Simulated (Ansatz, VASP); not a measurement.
## One calculation of MgB2, two programs

INCAR

```
SYSTEM = MgB2
PREC = Accurate
ENCUT = 520
EDIFF = 1E-8
ISMEAR = -1
SIGMA = 0.05
LREAL = .False.
LASPH = .True.
NELM = 100
ALGO = Normal
ISIF = 2
LWAVE = .False.
LCHARG = .False.
LEFG = .True.
NBANDS = 11
```

KPOINTS

```
regular mesh
0
Gamma
  15 15 12
  0 0 0
```

POSCAR

```
MgB2
1.0
    3.1455062765      0.0000000000      0.0000000000
   -1.5727531383      2.7240883433      0.0000000000
    0.0000000000      0.0000000000      3.5920959734
Mg B
1 2
Direct
    0.0000000000      0.0000000000      0.0000000000
    0.3333333333      0.6666666667      0.5000000000
    0.6666666667      0.3333333333      0.5000000000
```

Input for Ansatz:

```yaml
crystal:
  lattice:
    - [3.1455062765, 0.0, 0.0]
    - [-1.5727531383, 2.7240883433, 0.0]
    - [0.0, 0.0, 3.5920959734]
  atoms:
    - { symbol: Mg, position: [0.0, 0.0, 0.0] }
    - { symbol: B, position: [0.3333333333, 0.6666666667, 0.5] }
    - { symbol: B, position: [0.6666666667, 0.3333333333, 0.5] }
kpoints:
  mp_grid: { grid: [15, 15, 12] }
scf:
  occupations: { method: fermi_dirac, width: 0.05 }
hamiltonian:
  xc: lda
  pseudopotentials: { kind: all_electron, datasets: crystal }
output:
  forces: true
  stress: true
  eigenvalues: true
  efg: { contact_densities: true }
```

Change from the starting cell: volume scaled by 1.06, crystal datasets.

Alike in both runs: task electric field gradients; functional LDA; k mesh 15 × 15 × 12; occupations fermi-dirac, width 0.05 eV; no spin polarisation.

|  | VASP | Ansatz |
| --- | --- | --- |
| version | VASP 6.6.1 | Ansatz 0.2.0 |
| potentials or method | VASP PAW LDA potentials, release 64 (Mg, B), cutoff 520 eV | all-electron PAW with datasets made for the crystal, scalar-relativistic |

Ansatz gave:

```
pressure (GPa)                                                : -14.7
traceless stress, the component that is largest in VASP (GPa) : 3.68
size of Vzz on the site where it differs most (V/Å²)          : 2.6
```

Estimate VASP's values.

pressure (GPa): -15.3; traceless stress, the component that is largest in VASP (GPa): 3.56; size of Vzz on the site where it differs most (V/Å²): 0.5.

LDA's correlation is that of Perdew and Zunger in VASP and of Perdew and Wang (1992) in Ansatz. Ansatz ran all-electron here, and VASP with PAW potentials.
